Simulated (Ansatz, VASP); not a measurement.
**Two plane-wave programs on TlBr**

```
Tl Br
1.0
     3.84091    0.00000    0.00000
     0.00000    3.84091    0.00000
     0.00000    0.00000    3.84091
Tl Br
1 1
Direct
  0.00000 0.00000 0.00000
  0.50000 0.50000 0.50000
```

Alike in both runs: functional LDA; k mesh 6 × 6 × 6; occupations fermi-dirac, width 0.02 eV; no spin polarisation.

Ansatz relaxed the structure, and its values are those at the end. VASP's run is a single point on that final structure, the one shown.

|  | VASP | Ansatz |
| --- | --- | --- |
| version | VASP 6.6.1 | Ansatz 0.2.0 |
| potentials or method | VASP PAW LDA potentials, release 64 (Tl_d, Br) | PAW with Ansatz's default frozen-core files, scalar-relativistic |
| plane-wave cutoff (eV) | 500 | 420 |
| valence electrons in the cell | 20 | 20 |

```csv
,VASP,Ansatz,Ansatz less VASP
pressure (GPa),0.0,0.0,-0.06
```

LDA's correlation is that of Perdew and Zunger in VASP and of Perdew and Wang (1992) in Ansatz.

Spin-orbit coupling is off throughout.
